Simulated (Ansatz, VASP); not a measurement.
**Two plane-wave programs on Sb3Se**

```
Sb Se
1.0
     3.73106    0.00000    0.00000
     0.00000    3.73106    0.00000
     0.00000    0.00000    7.38944
Sb Se
3 1
Direct
  0.50000 0.50000 0.75713
  0.00000 0.00000 0.50000
  0.50000 0.50000 0.24287
  0.00000 0.00000 0.00000
```

Change from the starting cell: species swapped into the Dy3Mg type (P4/mmm, No. 123).

Alike in both runs: functional PBE; k mesh 6 × 6 × 4; occupations gaussian, width 0.1 eV; no spin polarisation.

Ansatz relaxed the structure, and its values are those at the end. VASP's run is a single point on that final structure, the one shown.

```csv
,VASP,Ansatz
version,VASP 6.6.1,Ansatz 0.2.0
potentials or method,"VASP PAW PBE potentials, release 64 (Sb, Se), cutoff 520 eV","scalar-relativistic, plane waves, PAW"
valence electrons in the cell,21,61
```

|  | VASP | Ansatz | Ansatz less VASP |
| --- | --- | --- | --- |
| gap on the k mesh at the Fermi level (eV) | none | none | - |
| pressure (GPa) | -0.3 | -0.1 | +0.14 |
| rms of the force components (eV/Å) | 0.010 | 0.012 | +0.0015 |

A gap of «none» marks a metal or a gap that the smearing closes. The functional is the same, so the differences come from potentials, cutoffs and numerics. VASP's potentials hold 21 valence electrons a cell and Ansatz's 61, so a difference there can come from the potentials and not from the codes.

Spin-orbit coupling is off throughout.
